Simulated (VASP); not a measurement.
# Ru (Fd-3m) in VASP: a series of runs

Ru is run at these levels: PBE; tasks: single point.

Program: VASP 6.6.1. These are calculated values, not measurements. Logs are shortened: lines on timing, memory, paths and dates and some standing lists are left out, and cuts for length are marked.

### 1 The cell of the first run

The structure is cubic, space group Fd-3m (No. 227). Conventional cell: a = 5.456 Å, b = 5.456 Å, c = 5.456 Å, α = 90.00°, β = 90.00°, γ = 90.00°. Ru (site symmetry -43m) has 4 Ru at 2.36 Å within 3.1 Å.

### 2 Single point, PBE

The input, INCAR:

```
SYSTEM = Ru
PREC = Accurate
ENCUT = 520
EDIFF = 1E-6
ISMEAR = -1
SIGMA = 0.06122561905347299
LREAL = .False.
LASPH = .True.
NELM = 80
ALGO = Normal
ISIF = 2
LWAVE = .False.
LCHARG = .False.
GGA = PE
NBANDS = 21
```

The input, KPOINTS:

```
Automatic mesh
0
Gamma
  12 12 12
  0 0 0
```

The input, POSCAR:

```
Ru
1.0
    0.0000000000      2.7282381616      2.7282381616
    2.7282381616      0.0000000000      2.7282381616
    2.7282381616      2.7282381616      0.0000000000
Ru
2
Direct
    0.0000000000      0.0000000000      0.0000000000
    0.2500000000      0.2500000000      0.2500000000
```

Potentials or basis: VASP PAW PBE potentials, release 64 (Ru_pv).

Started as:

```bash
> cat potpaw_PBE.64/Ru_pv/POTCAR > POTCAR
> mpirun -np 1 vasp_std > vasp.out
```

OUTCAR:

```text
SYSTEM = Ru
   PREC = Accurate
   ENCUT = 520
   EDIFF = 1E-6
   ISMEAR = -1
   LREAL = .False.
   LASPH = .True.
   NELM = 80
   ISIF = 2
   GGA = PE

 ion  position               nearest neighbor table
   1  0.000  0.000  0.000-   2 2.36   2 2.36   2 2.36   2 2.36
   2  0.250  0.250  0.250-   1 2.36   1 2.36   1 2.36   1 2.36

  LATTYP: Found a face centered cubic cell.
 ALAT       =     5.4564763232

  Lattice vectors:

 A1 = (   0.0000000000,   2.7282381616,   2.7282381616)
 A2 = (   2.7282381616,   0.0000000000,   2.7282381616)
 A3 = (   2.7282381616,   2.7282381616,   0.0000000000)

Analysis of symmetry for initial positions (statically):
=====================================================================
 Subroutine PRICEL returns:
 Original cell was already a primitive cell.

 Routine SETGRP: Setting up the symmetry group for a
 face centered cubic supercell.

 Subroutine GETGRP returns: Found 48 space group operations
 (whereof 24 operations were pure point group operations)
 out of a pool of 48 trial point group operations.

The static configuration has the point symmetry T_d .
 The point group associated with its full space group is O_h .

Analysis of symmetry for dynamics (positions and initial velocities):
=====================================================================
 Subroutine PRICEL returns:
 Original cell was already a primitive cell.

 Routine SETGRP: Setting up the symmetry group for a
 face centered cubic supercell.

 Subroutine GETGRP returns: Found 48 space group operations
 (whereof 24 operations were pure point group operations)
 out of a pool of 48 trial point group operations.

The dynamic configuration has the point symmetry T_d .
 The point group associated with its full space group is O_h .

 Subroutine INISYM returns: Found 48 space group operations
 (whereof 24 operations are pure point group operations),
 and found     1 'primitive' translations

----------------------------------------------------------------------------------------

                                     Primitive cell

  volume of cell :      40.6141

  direct lattice vectors                    reciprocal lattice vectors
     0.000000000  2.728238162  2.728238162    -0.183268458  0.183268458  0.183268458
     2.728238162  0.000000000  2.728238162     0.183268458 -0.183268458  0.183268458
     2.728238162  2.728238162  0.000000000     0.183268458  0.183268458 -0.183268458

  length of vectors
     3.858311410  3.858311410  3.858311410     0.317430280  0.317430280  0.317430280

  position of ions in fractional coordinates (direct lattice)
     0.000000000  0.000000000  0.000000000
     0.250000000  0.250000000  0.250000000

  ion indices of the primitive-cell ions
   primitive index   ion index
                 1           1
                 2           2

----------------------------------------------------------------------------------------

 KPOINTS: Automatic mesh

Automatic generation of k-mesh.
 Grid dimensions read from file:
 generate k-points for:   12   12   12

 Generating k-lattice:

  Cartesian coordinates                     Fractional coordinates (reciprocal lattice)
    -0.015272371  0.015272371  0.015272371     0.083333333  0.000000000  0.000000000
     0.015272371 -0.015272371  0.015272371     0.000000000  0.083333333  0.000000000
     0.015272371  0.015272371 -0.015272371     0.000000000  0.000000000  0.083333333

  Length of vectors
     0.026452523  0.026452523  0.026452523

  Shift w.r.t. Gamma in fractional coordinates (k-lattice)
     0.000000000  0.000000000  0.000000000

 Subroutine IBZKPT returns following result:
 ===========================================

 Found     72 irreducible k-points:

 Following reciprocal coordinates:
            Coordinates               Weight
  0.000000  0.000000  0.000000      1.000000
  0.083333  0.000000  0.000000      8.000000
  0.166667  0.000000  0.000000      8.000000
  0.250000  0.000000  0.000000      8.000000
  0.333333  0.000000  0.000000      8.000000
  0.416667  0.000000  0.000000      8.000000
[... 16 lines left out ...]
  0.500000  0.166667  0.000000     24.000000
 -0.416667  0.166667  0.000000     24.000000
 [... further k-points ...]
   k-points           NKPTS =     72   k-points in BZ     NKDIM =     72   number of bands    NBANDS=     21
   number of dos      NEDOS =    301   number of ions     NIONS =      2
   total plane-waves  NPLWV =  27000
   dimension x,y,z NGX =    30 NGY =   30 NGZ =   30
   dimension x,y,z NGXF=    60 NGYF=   60 NGZF=   60
   ions per type =               2
   NGX,Y,Z   is equivalent  to a cutoff of  12.93, 12.93, 12.93 a.u.
   NGXF,Y,Z  is equivalent  to a cutoff of  25.85, 25.85, 25.85 a.u.
 SYSTEM =  Ru
   PREC   = accura    normal or accurate (medium, high low for compatibility)
   ISTART =      0    job   : 0-new  1-cont  2-samecut
   ICHARG =      2    charge: 1-file 2-atom 10-const
   ISPIN  =      1    spin polarized calculation?
   LNONCOLLINEAR =      F non collinear calculations
   LSORBIT =      F    spin-orbit coupling
   LASPH  =      T    aspherical Exc in radial PAW
   ENCUT  =  520.0 eV  38.22 Ry    6.18 a.u.   7.17  7.17  7.17*2*pi/ulx,y,z
   NELM   =     80;   NELMIN=  2; NELMDL= -5     # of ELM steps
   EDIFF  = 0.1E-05   stopping-criterion for ELM
   LREAL  =      F    real-space projection
   EDIFFG = 0.1E-04   stopping-criterion for IOM
   NSW    =      0    number of steps for IOM
   IBRION =     -1    ionic relax: 0-MD 1-quasi-New 2-CG
   NFREE  =      0    steps in history (QN), initial steepest desc. (CG)
   ISIF   =      2    stress and relaxation
   ISYM   =      2    0-nonsym 1-usesym 2-fastsym
   POTIM  = 0.5000    time-step for ionic-motion
   TEBEG  =    0.0;   TEEND  =   0.0 temperature during run
   PSTRESS=    0.0 pullay stress
   NELECT =      28.0000    total number of electrons
   NUPDOWN=      -1.0000    fix difference up-down
   EMIN   =  10.00;   EMAX   =-10.00  energy-range for DOS
   EFERMI =   0.00;   METHOD = LEGACY
   ISMEAR =    -1;   SIGMA  =   0.06  broadening in eV -4-tet -1-fermi 0-gaus
   EFERMI_NEDOS =   21; number of points for ismear=-14 and -15
   IALGO  =     38    algorithm
   IMIX   =      4    mixing-type and parameters
     AMIX     =   0.40;   BMIX     =  1.00
     AMIX_MAG =   1.60;   BMIX_MAG =  1.00
  volume/ion in A,a.u.               =      20.31       137.04
  Fermi-wavevector in a.u.,A,eV,Ry     =   1.446223  2.732965 28.457410  2.091561
  Thomas-Fermi vector in A             =   2.564316
   LORBIT       =      0    0 simple, 1 ext, 2 COOP (PROOUT), +10 PAW based schemes
   GGA     = PE    functional components
[... 5 lines left out ...]
 non-spin polarized calculation
  energy-cutoff  :      520.00
  volume of cell :       40.61
 maximum number of plane-waves:      1113
 NGX is ok and might be reduce to    30
   NGX = 15   NGY = 15   NGZ = 15

 number of electron      28.0000003 magnetization

 Free energy of the ion-electron system (eV)
  ---------------------------------------------------
  ext. energy  EPLUGINS =         0.00000000
  ---------------------------------------------------
  free energy    TOTEN  =       -16.10269073 eV

  energy without entropy =      -16.07891620  energy(sigma->0) =      -16.09080347

 E-fermi :   7.0032     XC(G=0): -11.3290

 val. band max:        6.9998222052   @ k =   0.3333   0.0833   0.0000
 cond. band min:       7.0800933183   @ k =   0.4167   0.2500   0.0000
 fundamental gap:      0.0802711131
 Fermi energy:         7.0032464780

 k-point     1 :       0.0000    0.0000    0.0000
  band No.  band energies     occupation
      1     -36.1225      2.00000
      2     -36.1225      2.00000
      3     -36.1225      2.00000
      4     -35.2512      2.00000
      5     -35.2512      2.00000
      6     -35.2512      2.00000
[... 13 lines left out ...]
     20      19.5822      0.00000
     21      20.0529      0.00000

 k-point     2 :       0.0833    0.0000    0.0000
  band No.  band energies     occupation
      1     -36.1296      2.00000
      2     -36.1296      2.00000
      3     -36.1213      2.00000
      4     -35.2531      2.00000
      5     -35.2438      2.00000
      6     -35.2438      2.00000
[... 13 lines left out ...]
     20      18.4362      0.00000
     21      19.6477      0.00000

 k-point     3 :       0.1667    0.0000    0.0000
  band No.  band energies     occupation
      1     -36.1483      2.00000
      2     -36.1483      2.00000
      3     -36.1180      2.00000
      4     -35.2581      2.00000
      5     -35.2241      2.00000
      6     -35.2241      2.00000
[... 13 lines left out ...]
     20      17.9254      0.00000
     21      18.6149      0.00000

 k-point     4 :       0.2500    0.0000    0.0000
  band No.  band energies     occupation
      1     -36.1726      2.00000
      2     -36.1726      2.00000
      3     -36.1138      2.00000
      4     -35.2644      2.00000
      5     -35.1985      2.00000
      6     -35.1985      2.00000
[... 13 lines left out ...]
     20      17.9298      0.00000
     21      18.0039      0.00000

 k-point     5 :       0.3333    0.0000    0.0000
  band No.  band energies     occupation
      1     -36.1957      2.00000
      2     -36.1957      2.00000
      3     -36.1099      2.00000
      4     -35.2703      2.00000
      5     -35.1740      2.00000
      6     -35.1740      2.00000
[... 13 lines left out ...]
     20      17.9599      0.00000
     21      18.0177      0.00000
[... 382 lines left out ...]
     20      16.7142      0.00000
     21      17.9208      0.00000

 k-point    22 :       0.4167    0.1667    0.0000
  band No.  band energies     occupation
      1     -36.2611      2.00000
      2     -36.2393      2.00000
      3     -35.9961      2.00000
      4     -35.3848      2.00000
      5     -35.1280      2.00000
      6     -35.1097      2.00000
[... 13 lines left out ...]
     20      15.8900      0.00000
     21      17.9063      0.00000

 k-point    23 :       0.5000    0.1667    0.0000
  band No.  band energies     occupation
      1     -36.2816      2.00000
      2     -36.2432      2.00000
      3     -35.9861      2.00000
      4     -35.3943      2.00000
      5     -35.1237      2.00000
      6     -35.0898      2.00000
[... 13 lines left out ...]
     20      15.7456      0.00000
     21      17.8711      0.00000

 k-point    24 :      -0.4167    0.1667    0.0000
  band No.  band energies     occupation
      1     -36.2894      2.00000
      2     -36.2355      2.00000
      3     -35.9900      2.00000
      4     -35.3897      2.00000
      5     -35.1318      2.00000
      6     -35.0822      2.00000
[... 13 lines left out ...]
     20      16.2379      0.00000
     21      17.8925      0.00000

 [... further k-points ...]
[... 5 lines left out ...]
  --------------------------------------------------------------------------------------
  -------------------------------------------------------------------------------------
  Total        0.0238693      0.0238693      0.0238693     -0.0000000      0.0000000      0.0000000
  in kB        0.9416142      0.9416142      0.9416142     -0.0000000      0.0000000      0.0000000
  external PRESSURE =       0.9416142 kB  Pullay stress =       0.0000000 kB

 VOLUME and BASIS-vectors are now :
 -----------------------------------------------------------------------------
  energy-cutoff  :      520.00
  volume of cell :       40.61
      direct lattice vectors                 reciprocal lattice vectors
     0.000000000  2.728238162  2.728238162    -0.183268458  0.183268458  0.183268458
     2.728238162  0.000000000  2.728238162     0.183268458 -0.183268458  0.183268458
     2.728238162  2.728238162  0.000000000     0.183268458  0.183268458 -0.183268458

 POSITION                                       TOTAL-FORCE (eV/Angst)
 -----------------------------------------------------------------------------------
      0.00000      0.00000      0.00000        -0.000000     -0.000000     -0.000000
      1.36412      1.36412      1.36412         0.000000      0.000000      0.000000
 -----------------------------------------------------------------------------------
    total drift:                                0.000000     -0.000000      0.000000

  FREE ENERGIE OF THE ION-ELECTRON SYSTEM (eV)
  ---------------------------------------------------
  free  energy   TOTEN  =       -16.1026907339 eV

  energy  without entropy=      -16.0789161982  energy(sigma->0) =      -16.09080347
```

It took 66 s on 1 thread of AMD EPYC 7R43 (Zen 3), shared host; peak memory 0.16 GiB.

Results:

```
Free energy            : -16.1027 eV
Pressure               : 0.1 GPa
Band gap on the k mesh : zero (band 14 reaches 7.35 eV, above the bottom of band 15 at 6.50 eV)
```

### 3 Single point, PBE

This run uses another cell than the first one, of 20.71 Å³/atom, 1.020 times its volume.

The input, INCAR:

```
PREC = Accurate
ENCUT = 520
EDIFF = 1E-6
ISMEAR = -1
SIGMA = 0.06122561905347299
LREAL = False
LASPH = True
NELM = 100
ALGO = Normal
ISIF = 2
LWAVE = False
LCHARG = True
GGA = PE
LELF = True
LVHAR = True
NBANDS = 21
```

The input, KPOINTS:

```
regular mesh
0
Gamma
  12 12 12
```

The input, POSCAR:

```
Ru
1.0
    0.0000000000      2.7463064905      2.7463064905
    2.7463064905      0.0000000000      2.7463064905
    2.7463064905      2.7463064905      0.0000000000
Ru
2
Direct
    0.0000000000      0.0000000000      0.0000000000
    0.2500000000      0.2500000000      0.2500000000
```

Potentials or basis: VASP PAW PBE potentials, release 64 (Ru_pv).

Started as:

```bash
> cat potpaw_PBE.64/Ru_pv/POTCAR > POTCAR
> mpirun -np 1 vasp_std > vasp.out
```

Run time: 70 s. Hardware: 1 thread of AMD EPYC 7R43 (Zen 3), shared host; peak memory 0.16 GiB.

It converged, with:

- Free energy: -16.0956 eV
- Pressure: -3.0 GPa
- Band gap on the k mesh: zero (band 14 reaches 7.09 eV, above the bottom of band 15 at 6.27 eV)

Levels at points of the mesh, in eV from the Fermi level:
```tsv
k point	band 12	band 13	band 14	band 15	band 16	band 17
(0.00, 0.00, 0.00)	-3.11	-0.45	-0.45	-0.45	1.78	1.78
(0.50, 0.00, 0.00)	-3.13	-0.34	0.21	0.21	1.35	1.35
(0.50, 0.50, 0.00)	-1.38	-1.21	-1.21	1.64	1.64	3.30
```
